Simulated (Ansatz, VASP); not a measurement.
# Two plane-wave programs on LiNbO3

Contents of INCAR:

```
PREC     = Accurate       # precision mode
ENCUT    = 520            # plane-wave cutoff, eV
EDIFF    = 1E-6           # SCF threshold, eV
ISMEAR   = 0              # smearing method
SIGMA    = 0.05           # smearing width, eV
LREAL    = F              # projectors in reciprocal space
LASPH    = T              # aspherical terms in the spheres
NELM     = 80             # most SCF steps
ALGO     = Normal         # electronic algorithm
ISIF     = 2              # what is computed and relaxed
LWAVE    = F              # write WAVECAR
LCHARG   = T              # write CHGCAR
GGA      = PE             # functional
LELF     = T              # ELF
LVHAR    = T            
NBANDS   = 45             # bands
```

The input KPOINTS:

```
Automatic mesh
0
Gamma
  6 6 6
```

POSCAR

```
LiNbO3
1.0
    2.6724500000      1.5429397270      4.7517666666
   -2.6724500000      1.5429397270      4.7517666666
    0.0000000000     -3.0858794537      4.7517666667
Li Nb O
2 2 6
Direct
    0.2500000000      0.2500000000      0.2500000000
    0.7500000000      0.7500000000      0.7500000000
    0.0000000000      0.0000000000      0.0000000000
    0.5000000000      0.5000000000      0.5000000000
    0.1303353734      0.3696646266      0.7500000000
    0.7500000000      0.1303353734      0.3696646266
    0.3696646266      0.7500000000      0.1303353734
    0.8696646266      0.6303353734      0.2500000000
    0.2500000000      0.8696646266      0.6303353734
    0.6303353734      0.2500000000      0.8696646266
```

Input for Ansatz:

```yaml
crystal:
  lattice:
    - [2.67245, 1.542939727, 4.7517666666]
    - [-2.67245, 1.542939727, 4.7517666666]
    - [0.0, -3.0858794537, 4.7517666667]
  atoms:
    - { symbol: Li, position: [0.25, 0.25, 0.25] }
    - { symbol: Li, position: [0.75, 0.75, 0.75] }
    - { symbol: Nb, position: [0.0, 0.0, 0.0] }
    - { symbol: Nb, position: [0.5, 0.5, 0.5] }
    - { symbol: O, position: [0.1303353734, 0.3696646266, 0.75] }
    - { symbol: O, position: [0.75, 0.1303353734, 0.3696646266] }
    - { symbol: O, position: [0.3696646266, 0.75, 0.1303353734] }
    - { symbol: O, position: [0.8696646266, 0.6303353734, 0.25] }
    - { symbol: O, position: [0.25, 0.8696646266, 0.6303353734] }
    - { symbol: O, position: [0.6303353734, 0.25, 0.8696646266] }
basis:
  ecutwfc: 520.0
kpoints:
  mp_grid: { grid: [6, 6, 6] }
hamiltonian:
  xc: pbe
  pseudopotentials: { kind: paw, azcp: { folder: soft_1 } }
scf:
  occupations: { method: gaussian, width: 0.05 }
output:
  forces: true
  stress: true
  eigenvalues: true
  write_density: true
  write_potential: true
  elf: true
  volumetric_format: npy
```

Alike in both runs: task single point; functional PBE; k mesh 6 × 6 × 6; occupations gaussian, width 0.05 eV; no spin polarisation.

```csv
,VASP,Ansatz
version,VASP 6.6.1,Ansatz 0.2.0
potentials or method,"VASP PAW PBE potentials, release 64 (Li_sv, Nb_sv, O), cutoff 520 eV","scalar-relativistic, plane waves, PAW"
valence electrons in the cell,68,68
```

|  | VASP | Ansatz | Ansatz less VASP |
| --- | --- | --- | --- |
| gap on the k mesh at the Fermi level (eV) | 2.22 | 2.24 | +0.015 |
| least direct gap on the mesh (eV) | 2.37 | 2.38 | +0.011 |
| rms of the force components (eV/Å) | 0.225 | 0.220 | -0.0056 |

Atom by atom the forces differ by 0.006 eV/Å (rms over components).

Noted on VASP's run: the cutoff is under 1.25 times that of the potentials, so the pressure is a little rough.
